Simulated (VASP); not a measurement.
FeCu:

```
Fe Cu
1.0
     1.43827   -1.98793    0.00000
     1.43827    1.98793    0.00000
     0.00000    0.00000    4.13814
Fe Cu
1 1
Direct
  0.00000 0.00000 0.00000
  0.50000 0.50000 0.50000
```

Base run:

| Property | Result |
| --- | --- |
| Program | VASP 6.6.1 |
| Functional | PBE |
| Potentials or basis | VASP PAW PBE potentials, release 64 (Fe, Cu) |
| Cutoff | 520 eV |
| k mesh | 12 × 12 × 7 |
| Occupations | fermi-dirac, width 0.03 eV |
| Spin | collinear spin, ferromagnetic start |
| Starting moments | [1.83, 0.0] μB |
| Fixed moment | 1.83 μB |

Its results: pressure -3.6 GPa; site moments Fe +1.92; Cu -0.04 μB.

Task: The run is repeated on the same cell with these changes: fixed moment from 1.83 μB to 1.31 μB; moments at the start from [1.83, 0.0] to [1.31, 0.0]. What comes out?

Result: Pressure -5.8 GPa; site moments Fe +1.45; Cu -0.08 μB.

Caveats: the cell stands under tension; the total moment is fixed, so each spin has its own Fermi level and the state may be an excited one.
